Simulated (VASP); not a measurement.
# SiGe (P6_3mc) in VASP: notebook

SiGe is run at these levels: LDA; tasks: single point.

Program: VASP 6.6.1. These are calculated values, not measurements. Logs are shortened: lines on timing, memory, paths and dates and some standing lists are left out, and cuts for length are marked.

### 1 The cell of the first run

The structure is hexagonal, space group P6_3mc (No. 186). Conventional cell: a = 3.651 Å, b = 3.651 Å, c = 6.608 Å, α = 90.00°, β = 90.00°, γ = 120.00°. Within 3.0 Å of Si (site symmetry 3m) lie 4 Ge at 2.27 to 2.47 Å. Ge (site symmetry 3m) has 4 Si at 2.27 to 2.47 Å within 3.0 Å.

### 2 Single point, LDA (volume 19.072 Å^3 an atom, c/a of the conventional cell 1.8100)

File INCAR:

```
ALGO = Normal
EDIFF = 1E-6
ENCUT = 520
ISIF = 2
ISMEAR = 0
LASPH = True
LCHARG = True
LELF = True
LREAL = False
LVHAR = True
LWAVE = False
NBANDS = 26
NELM = 100
PREC = Accurate
SIGMA = 0.03
```

File KPOINTS:

```
k-points
0
Gamma
  12 12 6
```

File POSCAR:

```
SiGe
1.0
    3.6510322932      0.0000000000      0.0000000000
   -1.8255161466      3.1618867159      0.0000000000
    0.0000000000      0.0000000000      6.6083684506
Si Ge
2 2
Direct
    0.6666666667      0.3333333333      0.8745031008
    0.3333333333      0.6666666667      0.3745031008
    0.6666666667      0.3333333333      0.5004958992
    0.3333333333      0.6666666667      0.0004958992
```

Potentials or basis: VASP PAW LDA potentials, release 64 (Si, Ge_d).

Launch:

```bash
cat potpaw_LDA.64/Si/POTCAR potpaw_LDA.64/Ge_d/POTCAR > POTCAR
mpirun -np 1 vasp_std > vasp.out
```

OUTCAR:

```text
EDIFF = 1E-6
   ENCUT = 520
   ISIF = 2
   ISMEAR = 0
   LASPH = True
   LREAL = False
   NELM = 100
   PREC = Accurate

 ion  position               nearest neighbor table
   1  0.667  0.333  0.875-   4 2.27   4 2.27   4 2.27   3 2.47
   2  0.333  0.667  0.375-   3 2.27   3 2.27   3 2.27   4 2.47
   3  0.667  0.333  0.500-   2 2.27   2 2.27   2 2.27   1 2.47
   4  0.333  0.667  0.000-   1 2.27   1 2.27   1 2.27   2 2.47

  LATTYP: Found a hexagonal cell.
 ALAT       =     3.6510322932
 C/A-ratio  =     1.8100000000

  Lattice vectors:

 A1 = (   3.6510322932,   0.0000000000,   0.0000000000)
 A2 = (  -1.8255161466,   3.1618867159,   0.0000000000)
 A3 = (   0.0000000000,   0.0000000000,   6.6083684506)

Analysis of symmetry for initial positions (statically):
=====================================================================
 Subroutine PRICEL returns:
 Original cell was already a primitive cell.

 Routine SETGRP: Setting up the symmetry group for a
 hexagonal supercell.

 Subroutine GETGRP returns: Found 12 space group operations
 (whereof  6 operations were pure point group operations)
 out of a pool of 24 trial point group operations.

The static configuration has the point symmetry C_3v.
 The point group associated with its full space group is C_6v.

Analysis of symmetry for dynamics (positions and initial velocities):
=====================================================================
 Subroutine PRICEL returns:
 Original cell was already a primitive cell.

 Routine SETGRP: Setting up the symmetry group for a
 hexagonal supercell.

 Subroutine GETGRP returns: Found 12 space group operations
 (whereof  6 operations were pure point group operations)
 out of a pool of 24 trial point group operations.

The dynamic configuration has the point symmetry C_3v.
 The point group associated with its full space group is C_6v.

 Subroutine INISYM returns: Found 12 space group operations
 (whereof  6 operations are pure point group operations),
 and found     1 'primitive' translations

----------------------------------------------------------------------------------------

                                     Primitive cell

  volume of cell :      76.2880

  direct lattice vectors                    reciprocal lattice vectors
     3.651032293  0.000000000  0.000000000     0.273895140  0.158133433  0.000000000
    -1.825516147  3.161886716  0.000000000     0.000000000  0.316266865  0.000000000
     0.000000000  0.000000000  6.608368451     0.000000000  0.000000000  0.151323282

  length of vectors
     3.651032293  3.651032293  6.608368451     0.316266865  0.316266865  0.151323282

  position of ions in fractional coordinates (direct lattice)
     0.666666667  0.333333333  0.874503101
     0.333333333  0.666666667  0.374503101
     0.666666667  0.333333333  0.500495899
     0.333333333  0.666666667  0.000495899

  ion indices of the primitive-cell ions
   primitive index   ion index
                 1           1
                 2           2
                 3           3
                 4           4

----------------------------------------------------------------------------------------

 KPOINTS: k-points

Automatic generation of k-mesh.
 Grid dimensions read from file:
 generate k-points for:   12   12    6

 Generating k-lattice:

  Cartesian coordinates                     Fractional coordinates (reciprocal lattice)
     0.022824595  0.013177786  0.000000000     0.083333333  0.000000000  0.000000000
     0.000000000  0.026355572  0.000000000     0.000000000  0.083333333  0.000000000
     0.000000000  0.000000000  0.025220547     0.000000000  0.000000000  0.166666667

  Length of vectors
     0.026355572  0.026355572  0.025220547

  Shift w.r.t. Gamma in fractional coordinates (k-lattice)
     0.000000000  0.000000000  0.000000000

 Subroutine IBZKPT returns following result:
 ===========================================

 Found     76 irreducible k-points:

 Following reciprocal coordinates:
            Coordinates               Weight
  0.000000  0.000000  0.000000      1.000000
  0.083333  0.000000  0.000000      6.000000
  0.166667  0.000000  0.000000      6.000000
  0.250000  0.000000  0.000000      6.000000
  0.333333  0.000000  0.000000      6.000000
  0.416667  0.000000  0.000000      6.000000
[... 16 lines left out ...]
  0.250000  0.000000  0.166667     12.000000
  0.333333  0.000000  0.166667     12.000000
 [... further k-points ...]
   k-points           NKPTS =     76   k-points in BZ     NKDIM =     76   number of bands    NBANDS=     26
   number of dos      NEDOS =    301   number of ions     NIONS =      4
   total plane-waves  NPLWV =  39200
   dimension x,y,z NGX =    28 NGY =   28 NGZ =   50
   dimension x,y,z NGXF=    56 NGYF=   56 NGZF=  100
   ions per type =               2   2
   NGX,Y,Z   is equivalent  to a cutoff of  12.75, 12.75, 12.58 a.u.
   NGXF,Y,Z  is equivalent  to a cutoff of  25.50, 25.50, 25.16 a.u.
 SYSTEM =  unknown system
   PREC   = accura    normal or accurate (medium, high low for compatibility)
   ISTART =      0    job   : 0-new  1-cont  2-samecut
   ICHARG =      2    charge: 1-file 2-atom 10-const
   ISPIN  =      1    spin polarized calculation?
   LNONCOLLINEAR =      F non collinear calculations
   LSORBIT =      F    spin-orbit coupling
   LASPH  =      T    aspherical Exc in radial PAW
   ENCUT  =  520.0 eV  38.22 Ry    6.18 a.u.   6.79  6.79 12.29*2*pi/ulx,y,z
   NELM   =    100;   NELMIN=  2; NELMDL= -5     # of ELM steps
   EDIFF  = 0.1E-05   stopping-criterion for ELM
   LREAL  =      F    real-space projection
   EDIFFG = 0.1E-04   stopping-criterion for IOM
   NSW    =      0    number of steps for IOM
   IBRION =     -1    ionic relax: 0-MD 1-quasi-New 2-CG
   NFREE  =      0    steps in history (QN), initial steepest desc. (CG)
   ISIF   =      2    stress and relaxation
   ISYM   =      2    0-nonsym 1-usesym 2-fastsym
   POTIM  = 0.5000    time-step for ionic-motion
   TEBEG  =    0.0;   TEEND  =   0.0 temperature during run
   PSTRESS=    0.0 pullay stress
   NELECT =      36.0000    total number of electrons
   NUPDOWN=      -1.0000    fix difference up-down
   EMIN   =  10.00;   EMAX   =-10.00  energy-range for DOS
   EFERMI =   0.00;   METHOD = LEGACY
   ISMEAR =     0;   SIGMA  =   0.03  broadening in eV -4-tet -1-fermi 0-gaus
   EFERMI_NEDOS =   21; number of points for ismear=-14 and -15
   IALGO  =     38    algorithm
   IMIX   =      4    mixing-type and parameters
     AMIX     =   0.40;   BMIX     =  1.00
     AMIX_MAG =   1.60;   BMIX_MAG =  1.00
  volume/ion in A,a.u.               =      19.07       128.70
  Fermi-wavevector in a.u.,A,eV,Ry     =   1.274550  2.408551 22.102365  1.624478
  Thomas-Fermi vector in A             =   2.407312
   LORBIT       =      0    0 simple, 1 ext, 2 COOP (PROOUT), +10 PAW based schemes
   GGA     = CA    functional components
   LHFCALC =     F    Hartree Fock is set to
   AEXX    =    0.0000 exact exchange contribution
   IVDW    =     0    specifies the selected vdW correction
   LEPSILON=     F    determine dielectric tensor
   LRPA    =     F    only Hartree local field effects (RPA)
 non-spin polarized calculation
 Gauss-broadening in eV      SIGMA  =   0.03
  energy-cutoff  :      520.00
  volume of cell :       76.29
 maximum number of plane-waves:      2074
 NGX is ok and might be reduce to    28
   NGX = 13   NGY = 13   NGZ = 25

 number of electron      36.0000001 magnetization

 Free energy of the ion-electron system (eV)
  ---------------------------------------------------
  ext. energy  EPLUGINS =         0.00000000
  ---------------------------------------------------
  free energy    TOTEN  =       -21.71765162 eV

  energy without entropy =      -21.71764100  energy(sigma->0) =      -21.71764631

 E-fermi :   6.7579     XC(G=0): -10.4559

 val. band max:        6.7140898054   @ k =   0.0000   0.0000   0.0000
 cond. band min:       6.8169352488   @ k =   0.4167   0.0000   0.3333
 fundamental gap:      0.1028454434
 Fermi energy:         6.7578966038

 k-point     1 :       0.0000    0.0000    0.0000
  band No.  band energies     occupation
      1     -18.2033      2.00000
      2     -18.2033      2.00000
      3     -18.2013      2.00000
      4     -18.2001      2.00000
      5     -18.2001      2.00000
      6     -18.1995      2.00000
[... 18 lines left out ...]
     25      11.0720      0.00000
     26      13.7384      0.00000

 k-point     2 :       0.0833    0.0000    0.0000
  band No.  band energies     occupation
      1     -18.2038      2.00000
      2     -18.2026      2.00000
      3     -18.2022      2.00000
      4     -18.2005      2.00000
      5     -18.1993      2.00000
      6     -18.1972      2.00000
[... 18 lines left out ...]
     25      11.4530      0.00000
     26      12.8589      0.00000

 k-point     3 :       0.1667    0.0000    0.0000
  band No.  band energies     occupation
      1     -18.2054      2.00000
      2     -18.2044      2.00000
      3     -18.2010      2.00000
      4     -18.1981      2.00000
      5     -18.1972      2.00000
      6     -18.1940      2.00000
[... 18 lines left out ...]
     25      12.4181      0.00000
     26      12.8783      0.00000

 k-point     4 :       0.2500    0.0000    0.0000
  band No.  band energies     occupation
      1     -18.2080      2.00000
      2     -18.2065      2.00000
      3     -18.1990      2.00000
      4     -18.1950      2.00000
      5     -18.1946      2.00000
      6     -18.1905      2.00000
[... 18 lines left out ...]
     25      13.3246      0.00000
     26      13.6857      0.00000
[... 496 lines left out ...]
      1     -18.2054      2.00000
      2     -18.2046      2.00000
      3     -18.2007      2.00000
      4     -18.1977      2.00000
      5     -18.1975      2.00000
      6     -18.1943      2.00000
[... 18 lines left out ...]
     25      12.2417      0.00000
     26      12.7242      0.00000

 k-point    23 :       0.2500    0.0000    0.1667
  band No.  band energies     occupation
      1     -18.2080      2.00000
      2     -18.2067      2.00000
      3     -18.1987      2.00000
      4     -18.1949      2.00000
      5     -18.1946      2.00000
      6     -18.1908      2.00000
[... 18 lines left out ...]
     25      13.4652      0.00000
     26      13.4666      0.00000

 k-point    24 :       0.3333    0.0000    0.1667
  band No.  band energies     occupation
      1     -18.2104      2.00000
      2     -18.2088      2.00000
      3     -18.1972      2.00000
      4     -18.1927      2.00000
      5     -18.1918      2.00000
      6     -18.1878      2.00000
[... 18 lines left out ...]
     25      14.0294      0.00000
     26      14.6480      0.00000

 [... further k-points ...]
[... 5 lines left out ...]
  --------------------------------------------------------------------------------------
  -------------------------------------------------------------------------------------
  Total        8.2022516      8.2022516     -2.2649208      0.0000000     -0.0000000      0.0000000
  in kB      172.2611898    172.2611898    -47.5671767      0.0000000     -0.0000000      0.0000000
  external PRESSURE =      98.9850676 kB  Pullay stress =       0.0000000 kB

 VOLUME and BASIS-vectors are now :
 -----------------------------------------------------------------------------
  energy-cutoff  :      520.00
  volume of cell :       76.29
      direct lattice vectors                 reciprocal lattice vectors
     3.651032293  0.000000000  0.000000000     0.273895140  0.158133433  0.000000000
    -1.825516147  3.161886716  0.000000000     0.000000000  0.316266865  0.000000000
     0.000000000  0.000000000  6.608368451     0.000000000  0.000000000  0.151323282

 POSITION                                       TOTAL-FORCE (eV/Angst)
 -----------------------------------------------------------------------------------
      1.82552      1.05396      5.77904         0.000000     -0.000000     -1.068508
     -0.00000      2.10792      2.47485        -0.000000      0.000000     -1.068508
      1.82552      1.05396      3.30746        -0.000000      0.000000      1.068508
     -0.00000      2.10792      0.00328         0.000000     -0.000000      1.068508
 -----------------------------------------------------------------------------------
    total drift:                                0.000000      0.000000     -0.000162

  FREE ENERGIE OF THE ION-ELECTRON SYSTEM (eV)
  ---------------------------------------------------
  free  energy   TOTEN  =       -21.7176516162 eV

  energy  without entropy=      -21.7176409969  energy(sigma->0) =      -21.71764631
```

Wall time 59 s (1 thread of AMD EPYC 9R45 (Zen 5), shared host); peak memory 0.21 GiB.

What came out:

```yaml
Free_energy: -21.7177 eV
Pressure: 9.9 GPa
Largest_force: 1.069 eV/Å
Band_gap_on_the_k_mesh: 0.10 eV, indirect (least direct gap 0.43 eV)
```

Forces on the atoms (eV/Å):
```
Si   0.000  0.000 -1.069
Si   0.000  0.000 -1.069
Ge   0.000  0.000  1.069
Ge   0.000  0.000  1.069
```

Caveat: forces of over 1 eV/Å act on the atoms, so gaps and moduli don't describe the material at rest. A k mesh can miss the band edges.

### 3 Single point, LDA (volume 19.901 Å^3 an atom, c/a of the conventional cell 1.6526)

File INCAR:

```
SYSTEM = SiGe
PREC = Accurate ; ENCUT = 520
EDIFF = 1E-6 ; ISMEAR = 0
SIGMA = 0.03 ; LREAL = .False.
LASPH = .True. ; NELM = 100
ALGO = Normal ; ISIF = 2
LWAVE = .False. ; LCHARG = .False.
NBANDS = 26
```

File KPOINTS:

```
regular mesh
0
Gamma
  12 12 6
  0 0 0
```

File POSCAR:

```
SiGe
1.0
    3.8172005047      0.0000000000      0.0000000000
   -1.9086002523      3.3057926084      0.0000000000
    0.0000000000      0.0000000000      6.3083286959
Si Ge
2 2
Direct
    0.6666666667      0.3333333333      0.8745031008
    0.3333333333      0.6666666667      0.3745031008
    0.6666666667      0.3333333333      0.5004958992
    0.3333333333      0.6666666667      0.0004958992
```

Potentials or basis: VASP PAW LDA potentials, release 64 (Si, Ge_d).

Launch:

```bash
cat potpaw_LDA.64/Si/POTCAR potpaw_LDA.64/Ge_d/POTCAR > POTCAR
mpirun -np 1 vasp_std > vasp.out
```

It took 52 s on 1 thread of AMD EPYC 9R45 (Zen 5), shared host; peak memory 0.22 GiB.

The run converged. Its results:

```yaml
Free_energy: -22.1776 eV
Pressure: 3.9 GPa
Largest_force: 0.020 eV/Å
Band_gap_on_the_k_mesh: 0.25 eV, indirect (least direct gap 0.56 eV)
```

Forces in eV/Å, atoms in the order of the input:
```
Si   0.000  0.000 -0.020
Si   0.000  0.000 -0.020
Ge   0.000  0.000  0.020
Ge   0.000  0.000  0.020
```

Levels at points of the mesh, in eV from the valence-band top:
```tsv
k point	band 14	band 15	band 16	band 17	band 18	band 19	band 20	band 21	band 22	band 23
(0.00, 0.00, 0.00)	-1.68	-1.68	-0.35	0.00	0.00	0.56	1.91	2.01	2.01	2.83
(0.50, 0.00, 0.00)	-6.60	-5.09	-3.38	-3.27	-1.62	0.25	2.09	3.16	3.31	4.36
(0.00, 0.00, 0.50)	-4.73	-1.03	-1.03	-1.03	-1.03	1.38	1.38	3.10	3.10	3.10
(0.50, 0.00, 0.50)	-7.90	-2.76	-2.76	-2.69	-2.69	0.62	0.62	1.70	1.70	5.92
```

### 4 Single point, LDA (volume 19.901 Å^3 an atom, c/a of the conventional cell 1.8100)

File INCAR:

```
SYSTEM = SiGe
  PREC = Accurate
  ENCUT = 520
  EDIFF = 1E-7
  ISMEAR = 0
  SIGMA = 0.03
  LREAL = .FALSE.
  LASPH = .TRUE.
  NELM = 100
  ALGO = Normal
  ISIF = 2
  LWAVE = .FALSE.
  LCHARG = .TRUE.
  GGA = CA
  LELF = .TRUE.
  LVHAR = .TRUE.
  NBANDS = 26
```

File KPOINTS:

```
regular mesh
0
G
  12 12 6
  0 0 0
```

File POSCAR:

```
SiGe
1.0
    3.7031834610      0.0000000000      0.0000000000
   -1.8515917305      3.2070509521      0.0000000000
    0.0000000000      0.0000000000      6.7027620645
Si Ge
2 2
Direct
    0.6666666667      0.3333333333      0.8745031008
    0.3333333333      0.6666666667      0.3745031008
    0.6666666667      0.3333333333      0.5004958992
    0.3333333333      0.6666666667      0.0004958992
```

Launch:

```bash
cat potpaw_LDA.64/Si/POTCAR potpaw_LDA.64/Ge_d/POTCAR > POTCAR
mpirun -np 1 vasp_std > vasp.out
```

It took 73 s on 1 thread of AMD EPYC 9R45 (Zen 5), shared host; peak memory 0.22 GiB.

Results (log left out):

```yaml
Free_energy: -21.8719 eV
Pressure: 5.1 GPa
Largest_force: 0.861 eV/Å
Band_gap_on_the_k_mesh: 0.12 eV, indirect (least direct gap 0.35 eV)
```

Forces on the atoms (eV/Å):
```
Si   0.000  0.000 -0.861
Si   0.000  0.000 -0.861
Ge   0.000  0.000  0.861
Ge   0.000  0.000  0.861
```

Stress tensor (GPa, compression positive):
```
11.57  0.00  0.00
 0.00 11.57  0.00
 0.00  0.00 -7.91
```

Levels at points of the mesh, in eV from the valence-band top:
```
           k point  band 16  band 17  band 18  band 19  band 20  band 21
(0.00, 0.00, 0.00)    -0.68     0.00     0.00     0.35     1.53     2.50
(0.50, 0.00, 0.00)    -3.19    -3.10    -1.81     0.61     1.82     2.86
(0.00, 0.00, 0.50)    -0.72    -0.72    -0.72     2.13     2.13     3.35
(0.50, 0.00, 0.50)    -3.06    -2.56    -2.56     0.35     0.35     1.55
```

 A k mesh can miss the band edges.

### 5 Single point, LDA (volume 20.730 Å^3 an atom, c/a of the conventional cell 1.8100)

File INCAR:

```
SYSTEM = SiGe
  PREC = Accurate
  ENCUT = 520
  EDIFF = 1E-6
  ISMEAR = 0
  SIGMA = 0.03
  LREAL = .FALSE.
  LASPH = .TRUE.
  NELM = 100
  ALGO = Normal
  ISIF = 2
  LWAVE = .FALSE.
  LCHARG = .FALSE.
  NBANDS = 26
```

File KPOINTS:

```
Automatic mesh
0
G
  12 12 6
  0 0 0
```

File POSCAR:

```
SiGe
1.0
    3.7539145622      0.0000000000      0.0000000000
   -1.8769572811      3.2509853745      0.0000000000
    0.0000000000      0.0000000000      6.7945853576
Si Ge
2 2
Direct
    0.6666666667      0.3333333333      0.8745031008
    0.3333333333      0.6666666667      0.3745031008
    0.6666666667      0.3333333333      0.5004958992
    0.3333333333      0.6666666667      0.0004958992
```

Launch:

```bash
cat potpaw_LDA.64/Si/POTCAR potpaw_LDA.64/Ge_d/POTCAR > POTCAR
mpirun -np 1 vasp_std > vasp.out
```

Run time: 65 s. Hardware: 1 thread of AMD EPYC 9R45 (Zen 5), shared host; peak memory 0.22 GiB.

Results (log left out):

| Property | Result |
| --- | --- |
| Free energy | -21.9358 eV |
| Pressure | 1.1 GPa |
| Largest force | 0.681 eV/Å |
| Band gap on the k mesh | 0.12 eV, indirect (least direct gap 0.24 eV) |

Forces in eV/Å, atoms in the order of the input:
```
Si   0.000  0.000 -0.681
Si   0.000  0.000 -0.681
Ge   0.000  0.000  0.681
Ge   0.000  0.000  0.681
```

Stress tensor (GPa, compression positive):
```
  6.90   0.00   0.00
  0.00   6.90   0.00
  0.00   0.00 -10.38
```

Levels at points of the mesh, in eV from the valence-band top:
| k point | band 15 | band 16 | band 17 | band 18 | band 19 | band 20 | band 21 | band 22 |
| --- | --- | --- | --- | --- | --- | --- | --- | --- |
| (0.00, 0.00, 0.00) | -1.17 | -0.62 | 0.00 | 0.00 | 0.24 | 1.38 | 2.51 | 2.51 |
| (0.50, 0.00, 0.00) | -4.76 | -3.02 | -2.97 | -1.73 | 0.67 | 1.70 | 2.89 | 3.08 |
| (0.00, 0.00, 0.50) | -0.69 | -0.69 | -0.69 | -0.69 | 1.97 | 1.97 | 3.34 | 3.34 |
| (0.50, 0.00, 0.50) | -2.93 | -2.93 | -2.45 | -2.45 | 0.36 | 0.36 | 1.62 | 1.62 |

 A k mesh can miss the band edges.

### 6 The runs side by side

| cell | gap on the mesh (eV) | pressure (GPa) | largest force (eV/Å) |
| --- | --- | --- | --- |
| a = 3.651, b = 3.651, c = 6.608 Å, angles 90.0, 90.0, 120.0°, 4 atoms | 0.10 | 9.9 | 1.07 |
| a = 3.817, b = 3.817, c = 6.308 Å, angles 90.0, 90.0, 120.0°, 4 atoms | 0.25 | 3.9 | 0.02 |
| a = 3.703, b = 3.703, c = 6.703 Å, angles 90.0, 90.0, 120.0°, 4 atoms | 0.12 | 5.1 | 0.86 |
| a = 3.754, b = 3.754, c = 6.795 Å, angles 90.0, 90.0, 120.0°, 4 atoms | 0.12 | 1.1 | 0.68 |

Alike in all rows: task single point; level LDA; potentials or basis VASP PAW LDA potentials, release 64 (Si, Ge_d); no spin polarisation; k mesh 12 × 12 × 6; cutoff (eV) 520; smearing gaussian 0.03 eV.

Caveats: forces of over 1 eV/Å act on the atoms, so gaps and moduli don't describe the material at rest (some runs).

Total energies depend on the potentials used, so only differences within one code and one set of settings carry meaning.
